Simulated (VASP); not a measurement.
Here is a VASP 6.6.1 calculation.

Contents of INCAR:

```
SYSTEM = GaW2
  ALGO = Normal
  EDIFF = 1E-7
  ENCUT = 520
  GGA = PE
  ISIF = 2
  ISMEAR = 0
  LASPH = .TRUE.
  LCHARG = .FALSE.
  LREAL = .FALSE.
  LWAVE = .FALSE.
  NBANDS = 28
  NELM = 80
  PREC = Accurate
  SIGMA = 0.1
```

KPOINTS

```
k-points
0
G
  6 6 6
  0 0 0
```

POSCAR

```
GaW2
1.0
    0.0000000000      2.9746410951      2.9746410951
    2.9746410951      0.0000000000      2.9746410951
    2.9746410951      2.9746410951      0.0000000000
Ga W
1 2
Direct
    0.0000000000      0.0000000000      0.0000000000
    0.2500000000      0.2500000000      0.2500000000
    0.7500000000      0.7500000000      0.7500000000
```

Potentials or basis: VASP PAW PBE potentials, release 64 (Ga_d, W_sv).

The run is started by

```sh
$ cat potpaw_PBE.64/Ga_d/POTCAR potpaw_PBE.64/W_sv/POTCAR > POTCAR
$ mpirun -np 1 vasp_std > vasp.out
```

Q: What does it give for the pressure?

A: 0.5 GPa.

Q: Predict the band gap on the k mesh.

A: Zero (an odd number of electrons rules out a gap without spin polarisation).

Caveat: spin-orbit coupling is left out, which moves the levels of the heavy elements.
